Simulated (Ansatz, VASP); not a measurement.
## Ti3Al in VASP and in Ansatz

```
Ti Al
1.0
     3.02328    0.00000    0.00000
    -1.51164    2.61824    0.00000
     0.00000    0.00000    8.43797
Ti Al
3 1
Direct
  0.66667 0.33333 0.00000
  0.33333 0.66667 0.75046
  0.33333 0.66667 0.24954
  0.66667 0.33333 0.50000
```

Alike in both runs: task single point; functional PBE; k mesh 18 × 18 × 6; occupations gaussian, width 0.15 eV; no spin polarisation.

|  | VASP | Ansatz |
| --- | --- | --- |
| version | VASP 6.6.1 | Ansatz 0.2.0 |
| potentials or method | VASP PAW PBE potentials, release 64 (Ti_sv, Al), cutoff 520 eV | scalar-relativistic, plane waves, PAW |
| valence electrons in the cell | 39 | 39 |

|  | VASP | Ansatz | Ansatz less VASP |
| --- | --- | --- | --- |
| gap on the k mesh at the Fermi level (eV) | none | none | - |
| pressure (GPa) | 4.5 | 4.7 | +0.17 |
| traceless stress, the component that is largest in VASP (GPa) | 12.03 | 12.03 | +0.006 |
| rms of the force components (eV/Å) | 0.022 | 0.018 | -0.0039 |

Atom by atom the forces differ by 0.004 eV/Å (rms over components). A gap of «none» marks a metal or a gap that the smearing closes.
